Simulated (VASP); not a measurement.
# Ta (P6_3/mmc) in VASP: further runs

Ta is run at these levels: PBEsol, PBE; tasks: relaxation of cell and atoms, single point.

Program: VASP 6.6.1. These are calculated values, not measurements. Logs are shortened: lines on timing, memory, paths and dates and some standing lists are left out, and cuts for length are marked.

**1. The cell of the first run**

The structure is hexagonal, space group P6_3/mmc (No. 194). The conventional cell has a = 2.900 Å, b = 2.900 Å, c = 5.166 Å, α = 90.00°, β = 90.00°, γ = 120.00°. Within 3.8 Å of Ta (site symmetry -6m2) lie 12 Ta at 2.90 to 3.08 Å.

This isn't the form of Ta at room conditions, which is bcc.

**2. Relaxation of cell and atoms, PBEsol, target pressure 30 GPa, at which the enthalpy is minimised**

File INCAR:

```
SYSTEM = Ta
ALGO = Normal
EDIFF = 1E-7
EDIFFG = -0.01
ENCUT = 600
GGA = PS
IBRION = 2
ISIF = 3
ISMEAR = -1
LASPH = .True.
LCHARG = .False.
LREAL = .False.
LWAVE = .False.
NELM = 60
NSW = 60
PREC = Accurate
PSTRESS = 300.0
SIGMA = 0.05
```

File KPOINTS:

```
k-points
0
Gamma
  11 11 5
  0 0 0
```

File POSCAR:

```
Ta
1.0
    2.9003720726      0.0000000000      0.0000000000
   -1.4501860363      2.5117958953      0.0000000000
    0.0000000000      0.0000000000      5.1662740000
Ta
2
Direct
    0.3333333333      0.6666666667      0.2500000000
    0.6666666667      0.3333333333      0.7500000000
```

Potentials or basis: VASP PAW PBE potentials, release 64 (Ta_pv).

Launch:

```console
> cat potpaw_PBE.64/Ta_pv/POTCAR > POTCAR
> mpirun -np 1 vasp_std > vasp.out
```

OUTCAR:

```text
SYSTEM = Ta
   EDIFF = 1E-7
   EDIFFG = -0.01
   ENCUT = 600
   GGA = PS
   IBRION = 2
   ISIF = 3
   ISMEAR = -1
   LASPH = .True.
   LREAL = .False.
   NELM = 60
   NSW = 60
   PREC = Accurate
   PSTRESS = 300.0

 ion  position               nearest neighbor table
   1  0.333  0.667  0.250-   2 3.08   2 3.08   2 3.08   2 3.08   2 3.08   2 3.08
   2  0.667  0.333  0.750-   1 3.08   1 3.08   1 3.08   1 3.08   1 3.08   1 3.08

  LATTYP: Found a hexagonal cell.
 ALAT       =     2.9003720726
 C/A-ratio  =     1.7812452577

  Lattice vectors:

 A1 = (   2.9003720726,   0.0000000000,   0.0000000000)
 A2 = (  -1.4501860363,   2.5117958953,   0.0000000000)
 A3 = (   0.0000000000,   0.0000000000,   5.1662740000)

Analysis of symmetry for initial positions (statically):
=====================================================================
 Subroutine PRICEL returns:
 Original cell was already a primitive cell.

 Routine SETGRP: Setting up the symmetry group for a
 hexagonal supercell.

 Subroutine GETGRP returns: Found 24 space group operations
 (whereof 12 operations were pure point group operations)
 out of a pool of 24 trial point group operations.

The static configuration has the point symmetry D_3d.
 The point group associated with its full space group is D_6h.

Analysis of symmetry for dynamics (positions and initial velocities):
=====================================================================
 Subroutine PRICEL returns:
 Original cell was already a primitive cell.

 Routine SETGRP: Setting up the symmetry group for a
 hexagonal supercell.

 Subroutine GETGRP returns: Found 24 space group operations
 (whereof 12 operations were pure point group operations)
 out of a pool of 24 trial point group operations.

The dynamic configuration has the point symmetry D_3d.
 The point group associated with its full space group is D_6h.

 Subroutine INISYM returns: Found 24 space group operations
 (whereof 12 operations are pure point group operations),
 and found     1 'primitive' translations

----------------------------------------------------------------------------------------

                                     Primitive cell

  volume of cell :      37.6370

  direct lattice vectors                    reciprocal lattice vectors
     2.900372073  0.000000000  0.000000000     0.344783350  0.199060760  0.000000000
    -1.450186036  2.511795895  0.000000000     0.000000000  0.398121520  0.000000000
     0.000000000  0.000000000  5.166274000     0.000000000  0.000000000  0.193563098

  length of vectors
     2.900372073  2.900372073  5.166274000     0.398121520  0.398121520  0.193563098

  position of ions in fractional coordinates (direct lattice)
     0.333333333  0.666666667  0.250000000
     0.666666667  0.333333333  0.750000000

  ion indices of the primitive-cell ions
   primitive index   ion index
                 1           1
                 2           2

----------------------------------------------------------------------------------------

 KPOINTS: k-points

Automatic generation of k-mesh.
 Grid dimensions read from file:
 generate k-points for:   11   11    5

 Generating k-lattice:

  Cartesian coordinates                     Fractional coordinates (reciprocal lattice)
     0.031343941  0.018096433  0.000000000     0.090909091 -0.000000000  0.000000000
     0.000000000  0.036192865  0.000000000     0.000000000  0.090909091  0.000000000
     0.000000000  0.000000000  0.038712620     0.000000000  0.000000000  0.200000000

  Length of vectors
     0.036192865  0.036192865  0.038712620

  Shift w.r.t. Gamma in fractional coordinates (k-lattice)
     0.000000000  0.000000000  0.000000000

 Subroutine IBZKPT returns following result:
 ===========================================

 Found     48 irreducible k-points:

 Following reciprocal coordinates:
            Coordinates               Weight
  0.000000  0.000000  0.000000      1.000000
  0.090909  0.000000  0.000000      6.000000
  0.181818  0.000000  0.000000      6.000000
  0.272727  0.000000  0.000000      6.000000
  0.363636 -0.000000  0.000000      6.000000
  0.454545  0.000000  0.000000      6.000000
[... 16 lines left out ...]
  0.090909  0.090909  0.200000     12.000000
  0.181818  0.090909  0.200000     24.000000
 [... further k-points ...]
   k-points           NKPTS =     48   k-points in BZ     NKDIM =     48   number of bands    NBANDS=     15
   number of dos      NEDOS =    301   number of ions     NIONS =      2
   total plane-waves  NPLWV =  24192
   dimension x,y,z NGX =    24 NGY =   24 NGZ =   42
   dimension x,y,z NGXF=    48 NGYF=   48 NGZF=   84
   ions per type =               2
   NGX,Y,Z   is equivalent  to a cutoff of  13.76, 13.76, 13.52 a.u.
   NGXF,Y,Z  is equivalent  to a cutoff of  27.51, 27.51, 27.03 a.u.
 SYSTEM =  Ta
   PREC   = accura    normal or accurate (medium, high low for compatibility)
   ISTART =      0    job   : 0-new  1-cont  2-samecut
   ICHARG =      2    charge: 1-file 2-atom 10-const
   ISPIN  =      1    spin polarized calculation?
   LNONCOLLINEAR =      F non collinear calculations
   LSORBIT =      F    spin-orbit coupling
   LASPH  =      T    aspherical Exc in radial PAW
   ENCUT  =  600.0 eV  44.10 Ry    6.64 a.u.   5.79  5.79 10.32*2*pi/ulx,y,z
   NELM   =     60;   NELMIN=  2; NELMDL= -5     # of ELM steps
   EDIFF  = 0.1E-06   stopping-criterion for ELM
   LREAL  =      F    real-space projection
   EDIFFG = -.1E-01   stopping-criterion for IOM
   NSW    =     60    number of steps for IOM
   IBRION =      2    ionic relax: 0-MD 1-quasi-New 2-CG
   NFREE  =      1    steps in history (QN), initial steepest desc. (CG)
   ISIF   =      3    stress and relaxation
   ISYM   =      2    0-nonsym 1-usesym 2-fastsym
   POTIM  = 0.5000    time-step for ionic-motion
   TEBEG  =    0.0;   TEEND  =   0.0 temperature during run
   PSTRESS=  300.0 pullay stress
   NELECT =      22.0000    total number of electrons
   NUPDOWN=      -1.0000    fix difference up-down
   EMIN   =  10.00;   EMAX   =-10.00  energy-range for DOS
   EFERMI =   0.00;   METHOD = LEGACY
   ISMEAR =    -1;   SIGMA  =   0.05  broadening in eV -4-tet -1-fermi 0-gaus
   EFERMI_NEDOS =   21; number of points for ismear=-14 and -15
   IALGO  =     38    algorithm
   IMIX   =      4    mixing-type and parameters
     AMIX     =   0.40;   BMIX     =  1.00
     AMIX_MAG =   1.60;   BMIX_MAG =  1.00
  volume/ion in A,a.u.               =      18.82       126.99
  Fermi-wavevector in a.u.,A,eV,Ry     =   1.368812  2.586680 25.492516  1.873647
  Thomas-Fermi vector in A             =   2.494743
   LORBIT       =      0    0 simple, 1 ext, 2 COOP (PROOUT), +10 PAW based schemes
   GGA     = PS    functional components
   LHFCALC =     F    Hartree Fock is set to
   AEXX    =    0.0000 exact exchange contribution
   IVDW    =     0    specifies the selected vdW correction
   LEPSILON=     F    determine dielectric tensor
   LRPA    =     F    only Hartree local field effects (RPA)
 conjugate gradient relaxation of ions
 non-spin polarized calculation
  energy-cutoff  :      600.00
  volume of cell :       37.64
 maximum number of plane-waves:      1275
 NGX is ok and might be reduce to    24
   NGX = 11   NGY = 11   NGZ = 21

--------------------------------------- Ionic step        1  -------------------------------------------

 number of electron      22.0000002 magnetization

 Free energy of the ion-electron system (eV)
  ---------------------------------------------------
  ext. energy  EPLUGINS =         0.00000000
  ---------------------------------------------------
  free energy    TOTEN  =       -24.50311088 eV

  energy without entropy =      -24.48422376  energy(sigma->0) =      -24.49366732

------------------------ aborting loop because EDIFF is reached ----------------------------------------

  FORCE on cell =-STRESS in cart. coord.  units (eV):
  Direction    XX          YY          ZZ          XY          YZ          ZX
  --------------------------------------------------------------------------------------
  -------------------------------------------------------------------------------------
  Total       -1.8447946     -1.8447946     -1.3955868      0.0000000      0.0000000     -0.0000000
  in kB      -78.5313577    -78.5313577    -59.4089587      0.0000000      0.0000000     -0.0000000
  external PRESSURE =    -372.1572247 kB  Pullay stress =     300.0000000 kB
[... 25 lines left out ...]
--------------------------------------- Ionic step        2  -------------------------------------------

 number of electron      22.0000000 magnetization

 E-fermi :  13.2602     XC(G=0): -16.5304

 val. band max:       13.1986403758   @ k =   0.0909   0.0000   0.0000
 cond. band min:      13.2750046068   @ k =   0.2727   0.0909   0.2000
 fundamental gap:      0.0763642310
 Fermi energy:        13.2602308195

 k-point     1 :       0.0000    0.0000    0.0000
  band No.  band energies     occupation
      1     -25.3321      2.00000
      2     -18.8415      2.00000
      3     -18.1146      2.00000
      4     -18.1146      2.00000
      5     -17.5292      2.00000
      6     -17.5292      2.00000
      7       3.3772      2.00000
      8       5.0995      2.00000
      9       9.6686      2.00000
     10      12.4105      2.00000
     11      12.4105      2.00000
     12      13.8258      0.00002
     13      13.8258      0.00002
     14      18.0206      0.00000
[... 401 lines left out ...]
      2     -21.8673      2.00000
      3     -21.5353      2.00000
      4     -19.4831      2.00000
      5     -19.0560      2.00000
      6     -18.5722      2.00000
      7       6.5816      2.00000
      8       7.6725      2.00000
      9       9.1656      2.00000
     10      10.6750      2.00000
     11      11.1172      2.00000
     12      13.5309      0.00887
     13      15.2578      0.00000
     14      15.6516      0.00000
     15      18.9697      0.00000

 [... further k-points ...]

------------------------ aborting loop because EDIFF is reached ----------------------------------------

  FORCE on cell =-STRESS in cart. coord.  units (eV):
  Direction    XX          YY          ZZ          XY          YZ          ZX
  --------------------------------------------------------------------------------------
  -------------------------------------------------------------------------------------
  Total       59.3584069     59.3584069     50.2957081      0.0000000      0.0000000      0.0000000
  in kB     5142.4859724   5142.4859724   4357.3435890      0.0000000      0.0000000      0.0000000
  external PRESSURE =    4580.7718446 kB  Pullay stress =     300.0000000 kB
[... 59 lines left out ...]
  energy  without entropy=      -24.3407724460  energy(sigma->0) =      -24.34741279

  enthalpy is  TOTEN    =       -18.1282730880 eV   P V=        6.2257800548

[... ionic steps 4 to 7 ...]

--------------------------------------- Ionic step        8  -------------------------------------------

 number of electron      22.0000001 magnetization

------------------------ aborting loop because EDIFF is reached ----------------------------------------
[... 71 lines left out ...]
--------------------------------------- Ionic step       10  -------------------------------------------

 number of electron      22.0000001 magnetization

 Free energy of the ion-electron system (eV)
  ---------------------------------------------------
  ext. energy  EPLUGINS =         0.00000000
  ---------------------------------------------------
  free energy    TOTEN  =       -24.19628813 eV

  energy without entropy =      -24.18268526  energy(sigma->0) =      -24.18948669

 E-fermi :   6.7101     XC(G=0): -13.2962

 val. band max:        6.7068354318   @ k =   0.3636  -0.0000   0.0000
 cond. band min:       6.7394171624   @ k =   0.4545   0.0909   0.2000
 fundamental gap:      0.0325817307
 Fermi energy:         6.7101477116

 k-point     1 :       0.0000    0.0000    0.0000
  band No.  band energies     occupation
      1     -27.8545      2.00000
      2     -26.4539      2.00000
      3     -26.3436      2.00000
      4     -26.3436      2.00000
      5     -26.2044      2.00000
      6     -26.2044      2.00000
      7      -2.0782      2.00000
      8       1.2509      2.00000
      9       5.9567      2.00000
     10       7.2079      0.00010
     11       7.2358      0.00005
     12       7.2358      0.00005
     13       7.9567      0.00000
     14       7.9567      0.00000
[... 401 lines left out ...]
      2     -27.0881      2.00000
      3     -27.0175      2.00000
      4     -26.5983      2.00000
      5     -26.5171      2.00000
      6     -26.4129      2.00000
      7       0.4987      2.00000
      8       3.2610      2.00000
      9       4.2839      2.00000
     10       5.2869      2.00000
     11       6.0876      1.99999
     12       6.9399      0.01999
     13       8.5964      0.00000
     14       8.9411      0.00000
     15      10.2053      0.00000

 [... further k-points ...]

------------------------ aborting loop because EDIFF is reached ----------------------------------------

  FORCE on cell =-STRESS in cart. coord.  units (eV):
  Direction    XX          YY          ZZ          XY          YZ          ZX
  --------------------------------------------------------------------------------------
  -------------------------------------------------------------------------------------
  Total        6.0391107      6.0391107      6.0358811      0.0000000     -0.0000000      0.0000000
  in kB      300.0502517    300.0502517    299.8897903      0.0000000     -0.0000000      0.0000000
  external PRESSURE =      -0.0032354 kB  Pullay stress =     300.0000000 kB
[... 21 lines left out ...]
  energy  without entropy=      -24.1826852569  energy(sigma->0) =      -24.18948669

  enthalpy is  TOTEN    =       -18.1581888318 eV   P V=        6.0380992984

 reached required accuracy - stopping structural energy minimisation
```

It took 3.6 min on 1 thread of AMD EPYC 7R13, shared host; peak memory 0.16 GiB.

What came out:

```yaml
Free_energy: -24.1963 eV
Relaxed_volume: 16.12 Å³/atom
Relaxed_cell: a = 2.761 Å, b = 2.761 Å, c = 4.886 Å, α = 90.00°, β = 90.00°, γ = 120.00°
Space_group_after_relaxing_to_0.1_Å: P6_3/mmc (No. 194)
Energy_change_on_relaxing_the_run_minimises_the_enthalpy: +153.4 meV/atom
Ionic_steps: 10
Pressure_after_relaxing: 30.0 GPa
Band_gap_on_the_k_mesh: zero (bands 11 and 12 overlap by 2.04 eV)
```

The path:
```csv
step,energy change (eV),largest force (eV/Å),pressure (GPa),volume (Å³)
1,0.0000,0.0000,-7.22,37.64
2,15.4681,0.0000,488.08,18.49
3,0.1491,0.0000,20.98,33.25
4,0.2376,0.0000,26.36,32.65
5,0.3045,0.0000,30.00,32.27
6,0.2857,0.0000,28.99,32.37
7,0.2924,0.0000,29.13,32.33
8,0.2897,0.0000,29.11,32.34
9,0.3542,0.0000,32.41,32.00
10,0.3068,0.0000,30.00,32.25
```

Final structure:
```
CELL_PARAMETERS angstrom
2.76055 0.00000 0.00000
-1.38028 2.39071 0.00000
0.00000 0.00000 4.88616
ATOMIC_POSITIONS crystal
Ta 0.33333 0.66667 0.25000
Ta 0.66667 0.33333 0.75000
```

Caveat: the cell is relaxed towards a set pressure, so the run minimises the enthalpy, not the energy; the PAW data sets were made with another functional, which shifts forces and pressure a little; spin-orbit coupling is left out, which moves the levels of the heavy elements.

**3. Single point, PBE, non-collinear spin, zero start, spin-orbit coupling**

File INCAR:

```
ALGO = Fast
EDIFF = 1E-6
ENCUT = 520
GGA = PE
GGA_COMPAT = False
ISIF = 2
ISMEAR = -1
LASPH = True
LCHARG = False
LMAXMIX = 4
LORBIT = 11
LORBMOM = True
LREAL = False
LSORBIT = True
LWAVE = False
MAGMOM = 0 0 0 0 0 0
NBANDS = 34
NELM = 150
PREC = Accurate
SIGMA = 0.05
```

File KPOINTS:

```
k-points
0
Gamma
  8 8 4
```

POSCAR is that of step 2.

Potentials or basis: VASP PAW PBE potentials, release 64 (Ta_pv).

Launch:

```console
> cat potpaw_PBE.64/Ta_pv/POTCAR > POTCAR
> mpirun -np 1 vasp_ncl > vasp.out
```

It took 3.5 min on 1 thread of Intel Xeon 8259CL, shared host; peak memory 0.27 GiB.

It converged, with:

```yaml
Free_energy: -24.5520 eV
Pressure: -0.9 GPa
Net_moment: 0.00 μB per cell
Valence_electrons_inside_the_program's_atomic_spheres: Ta 8.88
```

Stress tensor (GPa, compression positive):
```
-0.42  0.00  0.00
 0.00 -0.42  0.00
 0.00  0.00 -1.83
```

Moments on the atoms (μB; x, y, z):
```
Ta  0.00 0.00 0.00
Ta  0.00 0.00 0.00
```
